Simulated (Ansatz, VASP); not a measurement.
One calculation of Yb, two programs

The input INCAR:

```
SYSTEM = Yb
PREC = Accurate
ENCUT = 520
EDIFF = 1E-6
ISMEAR = -1
SIGMA = 0.05
LREAL = .FALSE.
LASPH = .TRUE.
NELM = 150
ALGO = Normal
ISIF = 2
LWAVE = .FALSE.
LCHARG = .TRUE.
ISPIN = 2
MAGMOM = 1.2
LORBIT = 11
NUPDOWN = 1.2
LMAXMIX = 6
GGA = PS
LELF = .TRUE.
LVHAR = .TRUE.
NBANDS = 22
```

File KPOINTS:

```
Automatic mesh
0
G
  7 7 7
  0 0 0
```

The input POSCAR:

```
Yb
1.0
   -2.1514830000      2.1514830000      2.1514830000
    2.1514830000     -2.1514830000      2.1514830000
    2.1514830000      2.1514830000     -2.1514830000
Yb
1
Direct
    0.0000000000      0.0000000000      0.0000000000
```

input.yaml

```yaml
crystal:
  lattice:
    - [-2.151483, 2.151483, 2.151483]
    - [2.151483, -2.151483, 2.151483]
    - [2.151483, 2.151483, -2.151483]
  atoms:
    - { symbol: Yb, position: [0.0, 0.0, 0.0], spin: 1.2 }
hamiltonian:
  xc: pbesol
  pseudopotentials: { kind: paw }
magnetization:
  spin_polarized: true
  initial_magnetization: 1.2
  spin_locking: { lock_magnetization: hard }
kpoints:
  mp_grid: { grid: [7, 7, 7] }
scf:
  occupations: { method: fermi_dirac, width: 0.05 }
  lower_state_search: "off"
output:
  forces: true
  stress: true
  eigenvalues: true
```

Alike in both runs: task single point; functional PBEsol; k mesh 7 × 7 × 7; occupations fermi-dirac, width 0.05 eV; collinear spin; fixed moment 1.2 μB.

```csv
,VASP,Ansatz
version,VASP 6.6.1,Ansatz 0.2.0
potentials or method,"VASP PAW PBE potentials, release 64 (Yb)",Ansatz PAW
plane-wave cutoff (eV),520,420
valence electrons in the cell,24,24
```

Ansatz gave:

* pressure (GPa): -2.8
* net moment per atom (μB): 1.20
* size of the moment on the site where the two differ most (μB): 0.70

Question: Estimate VASP's values.

Answer: Pressure (GPa): -3.2; net moment per atom (μB): 1.20; size of the moment on the site where the two differ most (μB): 0.54.

VASP's potentials were made for PBE, not for PBEsol. Site moments also hang on the region over which each program counts them.

Spin-orbit coupling is off throughout.
